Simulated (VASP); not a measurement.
Runs of VASP 6.6.1 on RbBr. The structure is that of space group Fm-3m (No. 225), or close to it. The cells are those of the table. 

| task | cell | cutoff (eV) | gap on the mesh (eV) | pressure (GPa) |
| --- | --- | --- | --- | --- |
| single point | a = 4.896 Å, angles 60.0°, 2 atoms | 520 | (c) | 0.0 |
| single point | a = 4.830 Å, angles 60.0°, 2 atoms | 520 | 5.00 | 0.7 |
| relaxation of cell and atoms | relaxed from a = 4.847 Å, angles 60.0°, 2 atoms | 600 | 4.88 | 0.0 |
| single point | a = 4.863 Å, angles 60.0°, 2 atoms | 520 | 4.94 | 0.3 |
| single point | a = 4.796 Å, angles 60.0°, 2 atoms | 520 | (b) | 1.1 |
| single point | a = 4.992 Å, angles 60.0°, 2 atoms | 520 | 4.75 | -0.7 |
| single point | a = 4.960 Å, angles 60.0°, 2 atoms | 520 | (a) | -0.5 |
| single point | a = 4.928 Å, angles 60.0°, 2 atoms | 520 | 4.84 | -0.2 |

Alike in all rows: level r2SCAN; potentials or basis VASP PAW PBE potentials, release 64 (Rb_sv, Br); no spin polarisation; k mesh 8 × 8 × 8; smearing fermi-dirac 0.02 eV.

Q: Fill in the values left out.

A: (a) 4.79; (b) 5.06; (c) 4.89.

Caveats: the PAW data sets were made with another functional, which shifts forces and pressure a little.

A k mesh can miss the band edges, and the runs leave out spin-orbit coupling on Br, Rb.
